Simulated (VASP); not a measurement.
A run of VASP 6.6.1:

Contents of POSCAR:

```
CsPbBr3
1.0
    6.0321059188      0.0000000000      0.0000000000
    0.0000000000      6.0321059188      0.0000000000
    0.0000000000      0.0000000000      5.9214870690
Cs Pb Br
1 1 3
Direct
    0.0000000000      0.0000000000      0.0000000000
    0.5000000000      0.5000000000      0.5000000000
    0.5000000000      0.5000000000      0.0000000000
    0.5000000000      0.0000000000      0.5000000000
    0.0000000000      0.5000000000      0.5000000000
```

Contents of INCAR.step1:

```
PREC = Accurate ; ENCUT = 520
ISMEAR = 0 ; SIGMA = 0.01
LREAL = F ; LASPH = T
NELM = 80 ; NBANDS = 30
GGA = PE ; ALGO = Normal
EDIFF = 1E-4 ; LWAVE = T
LCHARG = F
```

File INCAR.step2:

```
PREC = Accurate ; ENCUT = 520
EDIFF = 1E-7 ; ISMEAR = 0
SIGMA = 0.01 ; LREAL = F
LASPH = T ; NELM = 80
ALGO = Normal ; ISIF = 2
LWAVE = F ; LCHARG = F
METAGGA = R2SCAN ; LMIXTAU = T
NBANDS = 30 ; ISTART = 1
```

File KPOINTS:

```
regular mesh
0
Gamma
  4 4 4
```

Potentials or basis: VASP PAW PBE potentials, release 64 (Cs_sv, Pb_d, Br).

Command:

```sh
$ cat potpaw_PBE.64/Cs_sv/POTCAR potpaw_PBE.64/Pb_d/POTCAR potpaw_PBE.64/Br/POTCAR > POTCAR
$ cp INCAR.step1 INCAR
$ mpirun -np 1 vasp_std > vasp.out
$ cp INCAR.step2 INCAR
$ mpirun -np 1 vasp_std > vasp.out
```

Hardware: 1 thread of Intel(R) Xeon(R) Platinum 8259CL CPU @ 2.50GHz (Skylake/Cascade Lake), with other jobs on the host.

How long does it take, and how much memory?

It took 6.7 min on 1 thread of Intel(R) Xeon(R) Platinum 8259CL CPU @ 2.50GHz (Skylake/Cascade Lake), with other jobs on the host, peak memory 0.43 GiB. Counts: k points 18.
